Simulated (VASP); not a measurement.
# La (P6_3/mmc) in VASP: further runs

La is run at these levels: PBEsol; tasks: single point.

All numbers are computed with VASP 6.6.1; they aren't measurements. Logs are shortened: lines on timing, memory, paths and dates and some standing lists are left out, and cuts for length are marked.

### Step 1. The cell of the first run

The structure is hexagonal, space group P6_3/mmc (No. 194). Conventional cell: a = 3.660 Å, b = 3.660 Å, c = 5.979 Å, α = 90.00°, β = 90.00°, γ = 120.00°. La (site symmetry -6m2) has 12 La at 3.66 Å within 4.8 Å.

### Step 2. Single point, PBEsol

Contents of INCAR:

```
SYSTEM = La
PREC     = Accurate       ! precision mode
ENCUT    = 520            ! plane-wave cutoff, eV
EDIFF    = 1E-6           ! SCF threshold, eV
ISMEAR   = -1             ! smearing method
SIGMA    = 0.1            ! smearing width, eV
LREAL    = .False.        ! projectors in reciprocal space
LASPH    = .True.         ! aspherical terms in the spheres
NELM     = 60             ! most SCF steps
ALGO     = Normal         ! electronic algorithm
ISIF     = 2              ! what is computed and relaxed
LWAVE    = .False.        ! write WAVECAR
LCHARG   = .True.         ! write CHGCAR
GGA      = PS             ! functional
LELF     = .True.         ! ELF
LVHAR    = .True.       
NBANDS   = 18             ! bands
```

Contents of KPOINTS:

```
regular mesh
0
Gamma
  10 10 5
  0 0 0
```

Contents of POSCAR:

```
La
1.0
    3.6600258742      0.0000000000      0.0000000000
   -1.8300129371      3.1696753856      0.0000000000
    0.0000000000      0.0000000000      5.9791033495
La
2
Direct
    0.3333333333      0.6666666667      0.2500000000
    0.6666666667      0.3333333333      0.7500000000
```

Potentials or basis: VASP PAW PBE potentials, release 64 (La).

The run is started by

```
cat potpaw_PBE.64/La/POTCAR > POTCAR
mpirun -np 1 vasp_std > vasp.out
```

OUTCAR:

```text
SYSTEM = La
   PREC = Accurate
   ENCUT = 520
   EDIFF = 1E-6
   ISMEAR = -1
   LREAL = .False.
   LASPH = .True.
   NELM = 60
   ISIF = 2
   GGA = PS

 ion  position               nearest neighbor table
   1  0.333  0.667  0.250-   2 3.66   2 3.66   2 3.66   2 3.66   2 3.66   2 3.66
   2  0.667  0.333  0.750-   1 3.66   1 3.66   1 3.66   1 3.66   1 3.66   1 3.66

  LATTYP: Found a hexagonal cell.
 ALAT       =     3.6600258742
 C/A-ratio  =     1.6336232461

  Lattice vectors:

 A1 = (   3.6600258742,   0.0000000000,   0.0000000000)
 A2 = (  -1.8300129371,   3.1696753856,   0.0000000000)
 A3 = (   0.0000000000,   0.0000000000,   5.9791033495)

Analysis of symmetry for initial positions (statically):
=====================================================================
 Subroutine PRICEL returns:
 Original cell was already a primitive cell.

 Routine SETGRP: Setting up the symmetry group for a
 hexagonal supercell.

 Subroutine GETGRP returns: Found 24 space group operations
 (whereof 12 operations were pure point group operations)
 out of a pool of 24 trial point group operations.

The static configuration has the point symmetry D_3d.
 The point group associated with its full space group is D_6h.

Analysis of symmetry for dynamics (positions and initial velocities):
=====================================================================
 Subroutine PRICEL returns:
 Original cell was already a primitive cell.

 Routine SETGRP: Setting up the symmetry group for a
 hexagonal supercell.

 Subroutine GETGRP returns: Found 24 space group operations
 (whereof 12 operations were pure point group operations)
 out of a pool of 24 trial point group operations.

The dynamic configuration has the point symmetry D_3d.
 The point group associated with its full space group is D_6h.

 Subroutine INISYM returns: Found 24 space group operations
 (whereof 12 operations are pure point group operations),
 and found     1 'primitive' translations

----------------------------------------------------------------------------------------

                                     Primitive cell

  volume of cell :      69.3641

  direct lattice vectors                    reciprocal lattice vectors
     3.660025874  0.000000000  0.000000000     0.273222112  0.157744860  0.000000000
    -1.830012937  3.169675386  0.000000000     0.000000000  0.315489720  0.000000000
     0.000000000  0.000000000  5.979103349     0.000000000  0.000000000  0.167249158

  length of vectors
     3.660025874  3.660025874  5.979103349     0.315489720  0.315489720  0.167249158

  position of ions in fractional coordinates (direct lattice)
     0.333333333  0.666666667  0.250000000
     0.666666667  0.333333333  0.750000000

  ion indices of the primitive-cell ions
   primitive index   ion index
                 1           1
                 2           2

----------------------------------------------------------------------------------------

 KPOINTS: regular mesh

Automatic generation of k-mesh.
 Grid dimensions read from file:
 generate k-points for:   10   10    5

 Generating k-lattice:

  Cartesian coordinates                     Fractional coordinates (reciprocal lattice)
     0.027322211  0.015774486  0.000000000     0.100000000 -0.000000000  0.000000000
     0.000000000  0.031548972  0.000000000     0.000000000  0.100000000  0.000000000
     0.000000000  0.000000000  0.033449832     0.000000000  0.000000000  0.200000000

  Length of vectors
     0.031548972  0.031548972  0.033449832

  Shift w.r.t. Gamma in fractional coordinates (k-lattice)
     0.000000000  0.000000000  0.000000000

 Subroutine IBZKPT returns following result:
 ===========================================

 Found     42 irreducible k-points:

 Following reciprocal coordinates:
            Coordinates               Weight
  0.000000  0.000000  0.000000      1.000000
  0.100000  0.000000  0.000000      6.000000
  0.200000  0.000000  0.000000      6.000000
  0.300000  0.000000  0.000000      6.000000
  0.400000  0.000000  0.000000      6.000000
  0.500000  0.000000  0.000000      3.000000
[... 16 lines left out ...]
  0.300000  0.100000  0.200000     24.000000
  0.400000  0.100000  0.200000     24.000000
 [... further k-points ...]
   k-points           NKPTS =     42   k-points in BZ     NKDIM =     42   number of bands    NBANDS=     18
   number of dos      NEDOS =    301   number of ions     NIONS =      2
   total plane-waves  NPLWV =  37632
   dimension x,y,z NGX =    28 NGY =   28 NGZ =   48
   dimension x,y,z NGXF=    56 NGYF=   56 NGZF=   96
   ions per type =               2
   NGX,Y,Z   is equivalent  to a cutoff of  12.72, 12.72, 13.35 a.u.
   NGXF,Y,Z  is equivalent  to a cutoff of  25.44, 25.44, 26.69 a.u.
 SYSTEM =  La
   PREC   = accura    normal or accurate (medium, high low for compatibility)
   ISTART =      0    job   : 0-new  1-cont  2-samecut
   ICHARG =      2    charge: 1-file 2-atom 10-const
[... 88 lines left out ...]
      2     -24.0591      2.00000
      3      -8.6399      2.00000
      4      -7.8472      2.00000
      5      -7.6268      2.00000
      6      -7.4999      2.00000
[... 10 lines left out ...]
     17      10.2620      0.00000
     18      10.3496      0.00000

 k-point     4 :       0.3000    0.0000    0.0000
  band No.  band energies     occupation
      1     -24.1986      2.00000
      2     -24.0299      2.00000
      3      -8.4304      2.00000
      4      -8.2623      2.00000
      5      -8.0171      2.00000
      6      -7.6189      2.00000
[... 10 lines left out ...]
     17      10.3933      0.00000
     18      10.4205      0.00000

 k-point     5 :       0.4000    0.0000    0.0000
  band No.  band energies     occupation
      1     -24.1280      2.00000
      2     -24.0134      2.00000
      3      -8.5806      2.00000
      4      -8.3097      2.00000
      5      -8.2073      2.00000
      6      -7.7097      2.00000
[... 10 lines left out ...]
     17      10.3869      0.00000
     18      10.5085      0.00000

 k-point     6 :       0.5000    0.0000    0.0000
  band No.  band energies     occupation
      1     -24.0961      2.00000
      2     -24.0117      2.00000
      3      -8.6983      2.00000
      4      -8.4171      2.00000
      5      -8.0893      2.00000
      6      -7.7433      2.00000
[... 10 lines left out ...]
     17      10.4677      0.00000
     18      10.4972      0.00000

 k-point     7 :       0.1000    0.1000    0.0000
  band No.  band energies     occupation
      1     -24.2934      2.00000
      2     -24.0672      2.00000
      3      -8.6861      2.00000
      4      -7.7040      2.00000
      5      -7.6008      2.00000
      6      -7.4030      2.00000
[... 10 lines left out ...]
     17      10.3469      0.00000
     18      10.3836      0.00000

 k-point     8 :       0.2000    0.1000    0.0000
  band No.  band energies     occupation
      1     -24.2260      2.00000
      2     -24.0392      2.00000
      3      -8.5086      2.00000
      4      -8.0588      2.00000
      5      -7.9208      2.00000
      6      -7.5621      2.00000
[... 10 lines left out ...]
     17      10.3394      0.00000
     18      10.4847      0.00000
[... 229 lines left out ...]
     17      10.3973      0.00000
     18      10.4631      0.00000

 k-point    20 :       0.5000    0.0000    0.2000
  band No.  band energies     occupation
      1     -24.0880      2.00000
      2     -24.0197      2.00000
      3      -8.7601      2.00000
      4      -8.5225      2.00000
      5      -7.9370      2.00000
      6      -7.7080      2.00000
[... 10 lines left out ...]
     17      10.4775      0.00000
     18      10.5086      0.00000

 k-point    21 :       0.1000    0.1000    0.2000
  band No.  band energies     occupation
      1     -24.2724      2.00000
      2     -24.0894      2.00000
      3      -8.5793      2.00000
      4      -7.6614      2.00000
      5      -7.6611      2.00000
      6      -7.4382      2.00000
[... 10 lines left out ...]
     17      10.3411      0.00000
     18      10.4318      0.00000

 k-point    22 :       0.2000    0.1000    0.2000
  band No.  band energies     occupation
      1     -24.2086      2.00000
      2     -24.0575      2.00000
      3      -8.4832      2.00000
      4      -8.0300      2.00000
      5      -7.9138      2.00000
      6      -7.5731      2.00000
[... 10 lines left out ...]
     17      10.3605      0.00000
     18      10.4050      0.00000

 k-point    23 :       0.3000    0.1000    0.2000
  band No.  band energies     occupation
      1     -24.1387      2.00000
      2     -24.0301      2.00000
      3      -8.5397      2.00000
      4      -8.3185      2.00000
      5      -8.0257      2.00000
      6      -7.7026      2.00000
[... 10 lines left out ...]
     17      10.3572      0.00000
     18      10.4522      0.00000

 k-point    24 :       0.4000    0.1000    0.2000
  band No.  band energies     occupation
      1     -24.0885      2.00000
      2     -24.0194      2.00000
      3      -8.6962      2.00000
      4      -8.4698      2.00000
      5      -7.9657      2.00000
      6      -7.7520      2.00000
[... 10 lines left out ...]
     17      10.4254      0.00000
     18      10.4499      0.00000

 [... further k-points ...]
[... 5 lines left out ...]
  --------------------------------------------------------------------------------------
  -------------------------------------------------------------------------------------
  Total        0.0170843      0.0170843      0.0528713      0.0000000      0.0000000      0.0000000
  in kB        0.3946142      0.3946142      1.2212248      0.0000000      0.0000000      0.0000000
  external PRESSURE =       0.6701511 kB  Pullay stress =       0.0000000 kB

 VOLUME and BASIS-vectors are now :
 -----------------------------------------------------------------------------
  energy-cutoff  :      520.00
  volume of cell :       69.36
      direct lattice vectors                 reciprocal lattice vectors
     3.660025874  0.000000000  0.000000000     0.273222112  0.157744860  0.000000000
    -1.830012937  3.169675386  0.000000000     0.000000000  0.315489720  0.000000000
     0.000000000  0.000000000  5.979103349     0.000000000  0.000000000  0.167249158

 POSITION                                       TOTAL-FORCE (eV/Angst)
 -----------------------------------------------------------------------------------
     -0.00000      2.11312      1.49478         0.000000      0.000000      0.000000
      1.83001      1.05656      4.48433        -0.000000     -0.000000      0.000000
 -----------------------------------------------------------------------------------
    total drift:                               -0.000000      0.000000     -0.000000

  FREE ENERGIE OF THE ION-ELECTRON SYSTEM (eV)
  ---------------------------------------------------
  free  energy   TOTEN  =       -10.6743466021 eV

  energy  without entropy=      -10.5541802262  energy(sigma->0) =      -10.61426341
```

Run time: 48 s. Hardware: 1 thread of Intel Xeon Platinum 8488C (Sapphire Rapids), shared host; peak memory 0.21 GiB.

What came out:

```yaml
Free_energy: -10.6743 eV
Pressure: 0.1 GPa
Band_gap_on_the_k_mesh: zero (bands 11 and 12 overlap by 1.40 eV)
```

Stress tensor (GPa, compression positive):
```
0.04 0.00 0.00
0.00 0.04 0.00
0.00 0.00 0.12
```

Caveat: the PAW data sets were made with another functional, which shifts forces and pressure a little; spin-orbit coupling is left out, which moves the levels of the heavy elements.

### Step 3. Single point, PBEsol (30.52 Å³/atom)

This run uses another cell than the first one, of 30.52 Å³/atom.

Contents of INCAR:

```
SYSTEM = La
  PREC = Accurate
  ENCUT = 520
  EDIFF = 1E-6
  ISMEAR = -1
  SIGMA = 0.1
  LREAL = .FALSE.
  LASPH = .TRUE.
  NELM = 60
  ALGO = Normal
  ISIF = 2
  LWAVE = .FALSE.
  LCHARG = .FALSE.
  GGA = PS
  NBANDS = 18
```

Contents of KPOINTS:

```
regular mesh
0
G
  11 11 6
  0 0 0
```

Contents of POSCAR:

```
La
1.0
    3.5073441302      0.0000000000      0.0000000000
   -1.7536720651      3.0374491166      0.0000000000
    0.0000000000      0.0000000000      5.7296789032
La
2
Direct
    0.3333333333      0.6666666667      0.2500000000
    0.6666666667      0.3333333333      0.7500000000
```

Potentials or basis: VASP PAW PBE potentials, release 64 (La).

The run is started by

```
cat potpaw_PBE.64/La/POTCAR > POTCAR
mpirun -np 1 vasp_std > vasp.out
```

Run time: 1.7 min. Hardware: 1 thread of Intel Xeon Platinum 8488C (Sapphire Rapids), shared host; peak memory 0.23 GiB.

It converged, with:

- Free energy: -10.5863 eV
- Pressure: 3.9 GPa
- Band gap on the k mesh: zero (bands 11 and 12 overlap by 1.77 eV)

Stress tensor (GPa, compression positive):
```
3.74 0.00 0.00
0.00 3.74 0.00
0.00 0.00 4.22
```

Levels at points of the mesh, in eV from the Fermi level:
```
           k point  band 9  band 10  band 11  band 12  band 13  band 14
(0.00, 0.00, 0.00)   -2.98    -2.00     1.07     1.43     1.43     1.76
(0.00, 0.00, 0.50)   -1.64    -1.64     0.80     0.80     1.50     1.50
```

Caveat: the cell stands under pressure; the PAW data sets were made with another functional, which shifts forces and pressure a little; spin-orbit coupling is left out, which moves the levels of the heavy elements.

### Step 4. Single point, PBEsol (31.91 Å³/atom)

This run uses another cell than the first one, of 31.91 Å³/atom.

Contents of INCAR:

```
SYSTEM = La
PREC = Accurate ; ENCUT = 520
EDIFF = 1E-6 ; ISMEAR = -1
SIGMA = 0.1 ; LREAL = .FALSE.
LASPH = .TRUE. ; NELM = 60
ALGO = Normal ; ISIF = 2
LWAVE = .FALSE. ; LCHARG = .TRUE.
GGA = PS ; LELF = .TRUE.
LVHAR = .TRUE. ; NBANDS = 18
```

KPOINTS is that of step 3.

Contents of POSCAR:

```
La
1.0
    3.5597002689      0.0000000000      0.0000000000
   -1.7798501344      3.0827908627      0.0000000000
    0.0000000000      0.0000000000      5.8152091085
La
2
Direct
    0.3333333333      0.6666666667      0.2500000000
    0.6666666667      0.3333333333      0.7500000000
```

The run is started by

```
cat potpaw_PBE.64/La/POTCAR > POTCAR
mpirun -np 1 vasp_std > vasp.out
```

It took 89 s on 1 thread of Intel Xeon Platinum 8488C (Sapphire Rapids), shared host; peak memory 0.23 GiB.

Results (log left out):

```yaml
Free_energy: -10.6406 eV
Pressure: 2.4 GPa
Band_gap_on_the_k_mesh: zero (bands 11 and 12 overlap by 1.71 eV)
```

Stress tensor (GPa, compression positive):
```
2.31 0.00 0.00
0.00 2.31 0.00
0.00 0.00 2.56
```

Levels at points of the mesh, in eV from the Fermi level:
```
           k point  band 9  band 10  band 11  band 12  band 13  band 14
(0.00, 0.00, 0.00)   -3.07    -1.95     1.09     1.42     1.42     1.74
(0.00, 0.00, 0.50)   -1.71    -1.71     0.74     0.74     1.48     1.48
```

Caveat: the PAW data sets were made with another functional, which shifts forces and pressure a little; spin-orbit coupling is left out, which moves the levels of the heavy elements.

### Step 5. Single point, PBEsol (33.29 Å³/atom)

This run uses another cell than the first one, of 33.29 Å³/atom.

Contents of INCAR:

```
PREC     = Accurate       # precision mode
ENCUT    = 520            # plane-wave cutoff, eV
EDIFF    = 1E-6           # SCF threshold, eV
ISMEAR   = -1             # smearing method
SIGMA    = 0.1            # smearing width, eV
LREAL    = False          # projectors in reciprocal space
LASPH    = True           # aspherical terms in the spheres
NELM     = 60             # most SCF steps
ALGO     = Normal         # electronic algorithm
ISIF     = 2              # what is computed and relaxed
LWAVE    = False          # write WAVECAR
LCHARG   = True           # write CHGCAR
GGA      = PS             # functional
LELF     = True           # ELF
LVHAR    = True         
NBANDS   = 18             # bands
```

Contents of KPOINTS:

```
Automatic mesh
0
Gamma
  11 11 6
```

Contents of POSCAR:

```
La
1.0
    3.6105600013      0.0000000000      0.0000000000
   -1.8052800006      3.1268366830      0.0000000000
    0.0000000000      0.0000000000      5.8982947497
La
2
Direct
    0.3333333333      0.6666666667      0.2500000000
    0.6666666667      0.3333333333      0.7500000000
```

The run is started by

```
cat potpaw_PBE.64/La/POTCAR > POTCAR
mpirun -np 1 vasp_std > vasp.out
```

Run time: 82 s. Hardware: 1 thread of Intel Xeon Platinum 8488C (Sapphire Rapids), shared host; peak memory 0.23 GiB.

It converged, with:

- Free energy: -10.6710 eV
- Pressure: 1.1 GPa
- Band gap on the k mesh: zero (bands 11 and 12 overlap by 1.64 eV)

Levels at points of the mesh, in eV from the Fermi level:
| k point | band 7 | band 8 | band 9 | band 10 | band 11 | band 12 | band 13 | band 14 | band 15 | band 16 |
| --- | --- | --- | --- | --- | --- | --- | --- | --- | --- | --- |
| (0.00, 0.00, 0.00) | -15.38 | -15.38 | -3.13 | -1.90 | 1.10 | 1.41 | 1.41 | 1.70 | 1.80 | 1.85 |
| (0.00, 0.00, 0.50) | -15.51 | -15.51 | -1.77 | -1.77 | 0.69 | 0.69 | 1.47 | 1.47 | 1.47 | 1.47 |

Caveat: the PAW data sets were made with another functional, which shifts forces and pressure a little; spin-orbit coupling is left out, which moves the levels of the heavy elements.

### Step 6. Summary

| cell | k mesh | gap on the mesh (eV) | pressure (GPa) |
| --- | --- | --- | --- |
| a = 3.660, b = 3.660, c = 5.979 Å, angles 90.0, 90.0, 120.0°, 2 atoms | 10 × 10 × 5 | none | 0.1 |
| a = 3.507, b = 3.507, c = 5.730 Å, angles 90.0, 90.0, 120.0°, 2 atoms | 11 × 11 × 6 | none | 3.9 |
| a = 3.560, b = 3.560, c = 5.815 Å, angles 90.0, 90.0, 120.0°, 2 atoms | 11 × 11 × 6 | none | 2.4 |
| a = 3.611, b = 3.611, c = 5.898 Å, angles 90.0, 90.0, 120.0°, 2 atoms | 11 × 11 × 6 | none | 1.1 |

Alike in all rows: task single point; level PBEsol; potentials or basis VASP PAW PBE potentials, release 64 (La); no spin polarisation; cutoff (eV) 520; smearing fermi-dirac 0.1 eV.

Caveats: the PAW data sets were made with another functional, which shifts forces and pressure a little; spin-orbit coupling is left out, which moves the levels of the heavy elements; the cell stands under pressure (at least some runs).

Total energies depend on the potentials used, so only differences within one code and one set of settings carry meaning.
